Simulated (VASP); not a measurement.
A run of VASP 6.6.1 is set up as follows.

File POSCAR:

```
Sn
1.0
   -2.9393142600      2.9393142600      1.6035139400
    2.9393142600     -2.9393142600      1.6035139400
    2.9393142600      2.9393142600     -1.6035139400
Sn
2
Direct
    0.0000000000      0.0000000000      0.0000000000
    0.7500000000      0.2500000000      0.5000000000
```

File INCAR.step1:

```
  ALGO = Normal
  EDIFF = 1E-4
  ENCUT = 600
  GGA = PE
  ISMEAR = -1
  LASPH = True
  LCHARG = False
  LREAL = False
  LWAVE = True
  NELM = 60
  PREC = Accurate
  SIGMA = 0.134
```

Contents of INCAR.step2:

```
  ALGO = Normal
  EDIFF = 1E-6
  EDIFFG = -0.01
  ENCUT = 600
  IBRION = 2
  ISIF = 3
  ISMEAR = -1
  ISTART = 1
  LASPH = True
  LCHARG = False
  LMIXTAU = True
  LREAL = False
  LWAVE = False
  METAGGA = R2SCAN
  NELM = 60
  NSW = 60
  PREC = Accurate
  SIGMA = 0.134
```

File KPOINTS:

```
k-points
0
Gamma
  6 6 6
```

Potentials or basis: VASP PAW PBE potentials, release 64 (Sn_d).

Run with:

```console
$ cat potpaw_PBE.64/Sn_d/POTCAR > POTCAR
$ cp INCAR.step1 INCAR
$ mpirun -np 1 vasp_std > vasp.out
$ cp INCAR.step2 INCAR
$ mpirun -np 1 vasp_std > vasp.out
```

Problem. What does it give for the relaxed cell?

Solution. a = 4.466 Å, b = 4.466 Å, c = 4.466 Å, α = 97.22°, β = 97.22°, γ = 138.48°.

Problem. Predict the band gap on the k mesh.

Solution. Zero (bands 14 and 15 overlap by 3.78 eV).

Problem. Estimate the space group after relaxing (to 0.1 Å).

Solution. I4_1/amd (No. 141).

Final structure:
```xyz
2
Lattice="-2.9526 2.9526 1.5830 2.9526 -2.9526 1.5830 2.9526 2.9526 -1.5830" Properties=species:S:1:pos:R:3 pbc="T T T"
Sn    0.0000    0.0000    0.0000
Sn    0.0000    2.9526    0.7915
```

Caveat: the k points lie up to 0.38 Å⁻¹ apart in the final cell, too coarse for converged energies and pressures of a metal; spin-orbit coupling is left out, which moves the levels of the heavy elements.
